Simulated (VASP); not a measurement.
The system is Ga4AsP3.

```
Ga P As
1.0
     3.82405    0.00000    0.00000
     0.00000    3.82405    5.40802
     0.00000   -3.82405    5.40802
Ga P As
4 3 1
Direct
  0.00000 0.00000 0.00000
  0.50000 0.50000 0.00000
  0.50000 0.00000 0.50000
  0.00000 0.50000 0.50000
  0.00000 0.62500 0.12500
  0.00000 0.12500 0.62500
  0.50000 0.62500 0.62500
  0.50000 0.12500 0.12500
```

* Program: VASP 6.6.1
* Task: relaxation of cell and atoms
* Functional: PBE
* Potentials or basis: VASP PAW PBE potentials, release 64 (Ga_d, P, As)
* Cutoff: 600 eV
* k mesh: 4 × 4 × 4
* Occupations: gaussian, width 0.1 eV
* Spin: no spin polarisation

At the start: pressure 7.8 GPa; volume 19.77 Å³/atom.

Problem. Where does the relaxation end?

Solution. Over 5 steps the energy falls by 47.8 meV/atom and the volume is 21.56 Å³/atom (+9.0 %); space group Amm2 (No. 38, to 0.1 Å) before and after.

Step by step:
| step | energy change (eV) | largest force (eV/Å) | pressure (GPa) | volume (Å³) |
| --- | --- | --- | --- | --- |
| 1 | 0.0000 | 0.9401 | 7.78 | 158.17 |
| 2 | -0.2917 | 0.0901 | -3.13 | 181.18 |
| 3 | -0.3717 | 0.3051 | -0.23 | 173.23 |
| 4 | -0.3807 | 0.1066 | -0.05 | 172.72 |
| 5 | -0.3821 | 0.0287 | 0.03 | 172.46 |

Final structure:
```xyz
8
Lattice="3.9521 0.0000 0.0000 0.0000 3.9327 5.5480 0.0000 -3.9327 5.5480" Properties=species:S:1:pos:R:3 pbc="T T T"
Ga    0.0000    0.0000   11.0429
Ga    1.9761   -1.9276    8.3485
Ga    1.9761    1.9276    8.3485
Ga    0.0000    0.0000    5.5505
P     0.0000    1.9676    4.1600
P     0.0000   -1.9676    4.1600
P     1.9761    0.0000    6.9351
As    1.9761    0.0000    1.3861
```
